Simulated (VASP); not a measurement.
The system is YZrF2.

```xyz
4
Lattice="4.4605 0.0000 0.0000 0.0000 4.4605 0.0000 0.0000 0.0000 2.6277" Properties=species:S:1:pos:R:3 pbc="T T T"
Y     2.2302    2.2302    1.3138
Zr    0.0000    0.0000    0.0000
F     2.2302    0.0000    0.0000
F     0.0000    2.2302    0.0000
```

* Program: VASP 6.6.1
* Task: relaxation of cell and atoms
* Functional: PBE
* Potentials or basis: VASP PAW PBE potentials, release 64 (Y_sv, Zr_sv, F_h)
* Cutoff: 910 eV
* k mesh: 4 × 4 × 6
* Occupations: gaussian, width 0.1 eV
* Spin: no spin polarisation

At the start: pressure 23.7 GPa; volume 13.07 Å³/atom.

Question: Where does the relaxation end?

Answer: Over 9 steps the energy falls by 282.2 meV/atom and the volume is 15.80 Å³/atom (+20.9 %); space group P4/mmm (No. 123, to 0.1 Å) before and after.

Step by step:
```tsv
step	energy change (eV)	largest force (eV/Å)	pressure (GPa)	volume (Å³)
1	0.0000	0.0000	23.74	52.28
2	-0.9257	0.0000	-7.66	68.21
3	-1.0005	0.0000	-2.48	64.55
4	-1.1231	0.0000	-1.26	63.83
5	-1.1278	0.0000	-0.86	63.66
6	-1.1280	0.0000	-0.57	63.62
7	-1.1280	0.0000	-0.79	63.60
8	-1.1285	0.0000	0.58	62.88
9	-1.1290	0.0000	0.01	63.18
```

Final structure:
```
CELL_PARAMETERS angstrom
4.53706 0.00000 0.00000
0.00000 4.53706 0.00000
0.00000 0.00000 3.06931
ATOMIC_POSITIONS crystal
Y 0.50000 0.50000 0.50000
Zr 0.00000 0.00000 0.00000
F 0.50000 0.00000 0.00000
F 0.00000 0.50000 0.00000
```

Caveat: the k points lie up to 0.35 Å⁻¹ apart in the final cell, too coarse for converged energies and pressures of a metal; the cutoff is under 1.25 times the usual one of these potentials, so pressure, stress and relaxed cells hold a basis-set (Pulay) error; the volume moved by over 15 % at a fixed basis, so the end points are rough; an odd number of electrons without spin polarisation forces a metal; a magnetic or distorted state may lie lower.
